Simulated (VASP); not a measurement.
Wanted: the native input for a VASP 6.6.1 run.

| Property | Result |
| --- | --- |
| Task | single point |
| Functional | PBE |
| Potentials or basis | VASP PAW PBE potentials, release 64 (Si, O) |
| Cutoff | 520 eV |
| k mesh | 6 × 6 × 10 |
| Occupations | gaussian, width 0.05 eV |
| Spin | no spin polarisation |
| Dipole correction | no |
| Further INCAR settings | ALGO = Normal; EDIFF = 1e-06; NBANDS = 25 |

The structure of SiO2 lies in POSCAR:

```
SiO2
1.0
    4.2358788249      0.0000000000      0.0000000000
    0.0000000000      4.2358788249      0.0000000000
    0.0000000000      0.0000000000      2.6897743053
Si O
2 4
Direct
    0.5000000000      0.5000000000      0.5000000000
    0.0000000000      0.0000000000      0.0000000000
    0.6930127928      0.6930127928      0.0000000000
    0.1930127928      0.8069872072      0.5000000000
    0.3069872072      0.3069872072      0.0000000000
    0.8069872072      0.1930127928      0.5000000000
```

One way to write it, as run:

INCAR

```
SYSTEM = SiO2
PREC = Accurate ; ENCUT = 520
EDIFF = 1E-6 ; ISMEAR = 0
SIGMA = 0.05 ; LREAL = .False.
LASPH = .True. ; NELM = 60
ALGO = Normal ; ISIF = 2
LWAVE = .False. ; LCHARG = .False.
GGA = PE ; NBANDS = 25
```

KPOINTS

```
Automatic mesh
0
Gamma
  6 6 10
  0 0 0
```

Potentials or basis: VASP PAW PBE potentials, release 64 (Si, O).

Launch:

```bash
$ cat potpaw_PBE.64/Si/POTCAR potpaw_PBE.64/O/POTCAR > POTCAR
$ mpirun -np 1 vasp_std > vasp.out
```

It gave:

* Pressure: 0.3 GPa
* Largest force: 0.020 eV/Å
* Band gap on the k mesh: 5.03 eV

Wall time 25 s on 1 thread of AMD EPYC 9R45 96-Core Processor (Zen 5) (shared host), peak memory 0.15 GiB.
